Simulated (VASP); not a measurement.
# Rh (P6_3/mmc) in VASP: notebook, part 2 of 2

VASP 6.6.1. The steps go on from the part before.

### Step 4. Relaxation of cell and atoms, BLYP+D3(BJ)

INCAR

```
PREC     = Accurate       # precision mode
ENCUT    = 600            # plane-wave cutoff, eV
EDIFF    = 1E-7           # SCF threshold, eV
ISMEAR   = -1             # smearing method
SIGMA    = 0.1            # smearing width, eV
LREAL    = F              # projectors in reciprocal space
LASPH    = T              # aspherical terms in the spheres
NELM     = 80             # most SCF steps
ALGO     = Normal         # electronic algorithm
ISIF     = 3              # what is computed and relaxed
LWAVE    = F              # write WAVECAR
LCHARG   = F              # write CHGCAR
GGA      = B5             # functional
ALDAX    = 1.0          
AGGAX    = 1.0          
AGGAC    = 1.0          
ALDAC    = 0.0          
IVDW     = 12             # dispersion correction
VDW_S6   = 1.0          
VDW_S8   = 2.6996       
VDW_A1   = 0.4298       
VDW_A2   = 4.2359       
IBRION   = 2              # ionic algorithm
NSW      = 50             # ionic steps
EDIFFG   = -0.005         # ionic threshold
```

KPOINTS

```
Automatic mesh
0
Gamma
  10 10 3
```

POSCAR

```
Rh
1.0
    2.6917450000      0.0000000000      0.0000000000
   -1.3458725000      2.3311195505      0.0000000000
    0.0000000000      0.0000000000      8.7980700000
Rh
4
Direct
    0.0000000000      0.0000000000      0.0000000000
    0.0000000000      0.0000000000      0.5000000000
    0.3333333333      0.6666666667      0.2500000000
    0.6666666667      0.3333333333      0.7500000000
```

Potentials or basis: VASP PAW PBE potentials, release 64 (Rh_pv).

Started as:

```
$ cat potpaw_PBE.64/Rh_pv/POTCAR > POTCAR
$ mpirun -np 1 vasp_std > vasp.out
```

OUTCAR:

```text
PREC = Accurate
   ENCUT = 600
   EDIFF = 1E-7
   ISMEAR = -1
   LREAL = F
   LASPH = T
   NELM = 80
   ISIF = 3
   GGA = B5
   IVDW = 12
   IBRION = 2
   NSW = 50
   EDIFFG = -0.005
 IVDW          = 12

 ion  position               nearest neighbor table
   1  0.000  0.000  0.000-   3 2.69   4 2.69   3 2.69   4 2.69   4 2.69   3 2.69
   2  0.000  0.000  0.500-   3 2.69   4 2.69   3 2.69   4 2.69   4 2.69   3 2.69
   3  0.333  0.667  0.250-   1 2.69   2 2.69   1 2.69   2 2.69   1 2.69   2 2.69
   4  0.667  0.333  0.750-   1 2.69   2 2.69   1 2.69   2 2.69   1 2.69   2 2.69

  LATTYP: Found a hexagonal cell.
 ALAT       =     2.6917450000
 C/A-ratio  =     3.2685376958

  Lattice vectors:

 A1 = (   2.6917450000,   0.0000000000,   0.0000000000)
 A2 = (  -1.3458725000,   2.3311195505,   0.0000000000)
 A3 = (   0.0000000000,   0.0000000000,   8.7980700000)

Analysis of symmetry for initial positions (statically):
=====================================================================
 Subroutine PRICEL returns:
 Original cell was already a primitive cell.

 Routine SETGRP: Setting up the symmetry group for a
 hexagonal supercell.

 Subroutine GETGRP returns: Found 24 space group operations
 (whereof 12 operations were pure point group operations)
 out of a pool of 24 trial point group operations.

The static configuration has the point symmetry D_3d.
 The point group associated with its full space group is D_6h.

Analysis of symmetry for dynamics (positions and initial velocities):
=====================================================================
 Subroutine PRICEL returns:
 Original cell was already a primitive cell.

 Routine SETGRP: Setting up the symmetry group for a
 hexagonal supercell.

 Subroutine GETGRP returns: Found 24 space group operations
 (whereof 12 operations were pure point group operations)
 out of a pool of 24 trial point group operations.

The dynamic configuration has the point symmetry D_3d.
 The point group associated with its full space group is D_6h.

 Subroutine INISYM returns: Found 24 space group operations
 (whereof 12 operations are pure point group operations),
[... 101 lines left out ...]
   LREAL  =      F    real-space projection
   EDIFFG = -.5E-02   stopping-criterion for IOM
   NSW    =     50    number of steps for IOM
   IBRION =      2    ionic relax: 0-MD 1-quasi-New 2-CG
   NFREE  =      1    steps in history (QN), initial steepest desc. (CG)
   ISIF   =      3    stress and relaxation
   ISYM   =      2    0-nonsym 1-usesym 2-fastsym
   POTIM  = 0.5000    time-step for ionic-motion
   TEBEG  =    0.0;   TEEND  =   0.0 temperature during run
   PSTRESS=    0.0 pullay stress
   NELECT =      60.0000    total number of electrons
   NUPDOWN=      -1.0000    fix difference up-down
   EMIN   =  10.00;   EMAX   =-10.00  energy-range for DOS
   EFERMI =   0.00;   METHOD = LEGACY
   ISMEAR =    -1;   SIGMA  =   0.10  broadening in eV -4-tet -1-fermi 0-gaus
   EFERMI_NEDOS =   21; number of points for ismear=-14 and -15
   IALGO  =     38    algorithm
   IMIX   =      4    mixing-type and parameters
     AMIX     =   0.40;   BMIX     =  1.00
     AMIX_MAG =   1.60;   BMIX_MAG =  1.00
  volume/ion in A,a.u.               =      13.80        93.14
  Fermi-wavevector in a.u.,A,eV,Ry     =   1.683178  3.180745 38.546489  2.833087
  Thomas-Fermi vector in A             =   2.766425
   LORBIT       =      0    0 simple, 1 ext, 2 COOP (PROOUT), +10 PAW based schemes
   GGA     = B5    functional components
   LHFCALC =     F    Hartree Fock is set to
   AEXX    =    0.0000 exact exchange contribution
   IVDW    =    12    specifies the selected vdW correction
   LEPSILON=     F    determine dielectric tensor
   LRPA    =     F    only Hartree local field effects (RPA)
 conjugate gradient relaxation of ions
 non-spin polarized calculation
  energy-cutoff  :      600.00
  volume of cell :       55.21
 maximum number of plane-waves:      1895
 NGX is ok and might be reduce to    24
   NGX = 11   NGY = 11   NGZ = 35

--------------------------------------- Ionic step        1  -------------------------------------------

 number of electron      59.9999979 magnetization

 Free energy of the ion-electron system (eV)
  ---------------------------------------------------
  ext. energy  EPLUGINS =         0.00000000
  ---------------------------------------------------
  free energy    TOTEN  =       -24.44731294 eV

  energy without entropy =      -24.25533033  energy(sigma->0) =      -24.35132164

------------------------ aborting loop because EDIFF is reached ----------------------------------------

 Edisp (eV)   -5.95052

 E8    (eV) :    -4.4305
[... 159 lines left out ...]
--------------------------------------- Ionic step        5  -------------------------------------------

 number of electron      59.9999980 magnetization

 Free energy of the ion-electron system (eV)
  ---------------------------------------------------
  ext. energy  EPLUGINS =         0.00000000
  ---------------------------------------------------
  free energy    TOTEN  =       -24.48594198 eV

  energy without entropy =      -24.29225999  energy(sigma->0) =      -24.38910099

 E-fermi :  12.2822     XC(G=0): -13.3196

 val. band max:       12.2779094691   @ k =   0.0000   0.0000   0.3333
 cond. band min:      12.2842190919   @ k =   0.3000   0.1000   0.3333
 fundamental gap:      0.0063096228
 Fermi energy:        12.2821520422

 k-point     1 :       0.0000    0.0000    0.0000
  band No.  band energies     occupation
      1     -34.6315      2.00000
      2     -34.2822      2.00000
      3     -34.2799      2.00000
      4     -34.0251      2.00000
      5     -34.0251      2.00000
      6     -33.9859      2.00000
[... 925 lines left out ...]
     35      17.0856      0.00000
     36      18.2742      0.00000

 [... further k-points ...]

------------------------ aborting loop because EDIFF is reached ----------------------------------------

 Edisp (eV)   -5.91360

 E8    (eV) :    -4.4028
[... 27 lines left out ...]
  FREE ENERGIE OF THE ION-ELECTRON SYSTEM (eV)
  ---------------------------------------------------
  free  energy   TOTEN  =       -30.3995399211 eV

  energy  without entropy=      -30.2058579302  energy(sigma->0) =      -30.30269893

 reached required accuracy - stopping structural energy minimisation
```

OSZICAR:

```text
N       E                     dE             d eps       ncg     rms          rms(c)
DAV:   1     0.822935745669E+03    0.82294E+03   -0.40094E+04  2040   0.213E+03
[... 48 lines left out ...]
       N       E                     dE             d eps       ncg     rms          rms(c)
DAV:   1    -0.244861917385E+02    0.26211E-04   -0.88548E-03  2052   0.620E-01    0.979E-02
DAV:   2    -0.244859839331E+02    0.20781E-03   -0.26360E-04  2036   0.132E-01    0.392E-02
DAV:   3    -0.244859533454E+02    0.30588E-04   -0.15482E-04  2108   0.114E-01    0.318E-02
DAV:   4    -0.244859421511E+02    0.11194E-04   -0.55393E-05  2120   0.963E-02    0.768E-03
DAV:   5    -0.244859419594E+02    0.19168E-06   -0.22399E-06  2048   0.146E-02    0.218E-03
DAV:   6    -0.244859419833E+02   -0.23907E-07   -0.26494E-07  1488   0.372E-03
   5 F= -.30399540E+02 E0= -.30302699E+02  d E =-.125517E-04
```

Run time: 3.8 min. Hardware: 1 thread of AMD EPYC 9R45 (Zen 5), shared host; peak memory 0.2 GiB.

Results:

* Free energy: -30.3995 eV
* Relaxed volume: 13.88 Å³/atom
* Relaxed cell: a = 2.696 Å, b = 2.696 Å, c = 8.822 Å, α = 90.00°, β = 90.00°, γ = 120.00°
* Space group after relaxing (to 0.05 Å): P6_3/mmc (No. 194)
* Energy gained by relaxing: 0.4 meV/atom
* Ionic steps: 5
* Pressure after relaxing: 0.0 GPa
* Band gap on the k mesh: zero (band 30 reaches 13.08 eV, above the bottom of band 31 at 11.25 eV)
* Dispersion energy per atom: -1.478 eV

The path:
| step | energy change (eV) | largest force (eV/Å) | pressure (GPa) | volume (Å³) |
| --- | --- | --- | --- | --- |
| 1 | 0.0000 | 0.0000 | 1.61 | 55.21 |
| 2 | 0.0072 | 0.0000 | -3.59 | 56.32 |
| 3 | -0.0017 | 0.0000 | -0.03 | 55.54 |
| 4 | -0.0017 | 0.0000 | -0.01 | 55.54 |
| 5 | -0.0017 | 0.0000 | 0.01 | 55.53 |

Final structure:
```
CELL_PARAMETERS angstrom
2.69605 0.00000 0.00000
-1.34802 2.33485 0.00000
0.00000 0.00000 8.82204
ATOMIC_POSITIONS crystal
Rh 0.00000 0.00000 0.00000
Rh 0.00000 0.00000 0.50000
Rh 0.33333 0.66667 0.25000
Rh 0.66667 0.33333 0.75000
```

Levels at points of the mesh, in eV from the Fermi level:
| k point | band 27 | band 28 | band 29 | band 30 | band 31 | band 32 |
| --- | --- | --- | --- | --- | --- | --- |
| (0.00, 0.00, 0.00) | -2.61 | -1.44 | -1.44 | -0.85 | -0.85 | -0.37 |
| (0.50, 0.00, 0.00) | 0.53 | 0.57 | 0.63 | 0.80 | 0.80 | 0.84 |

Caveat: the PAW data sets were made with another functional, which shifts forces and pressure a little; pairwise dispersion overbinds metals, which lowers pressure and volume.

### Step 5. The runs side by side

```csv
level,potentials or basis,gap on the mesh (eV),pressure (GPa),relaxed volume (Å³/atom)
PBEsol+D3(BJ),"VASP PAW PBE potentials, release 64 (Rh_pv)",none,0.0,13.20
LDA,"VASP PAW LDA potentials, release 64 (Rh_pv)",none,0.0,13.29
BLYP+D3(BJ),"VASP PAW PBE potentials, release 64 (Rh_pv)",none,0.0,13.88
```

Alike in all rows: task relaxation of cell and atoms; no spin polarisation; cell relaxed; k mesh 10 × 10 × 3; cutoff (eV) 600; smearing fermi-dirac 0.1 eV.

Caveats: the PAW data sets were made with another functional, which shifts forces and pressure a little (some runs); pairwise dispersion overbinds metals, which lowers pressure and volume (some runs).

Absolute energies hang on the potentials; compare differences alone.
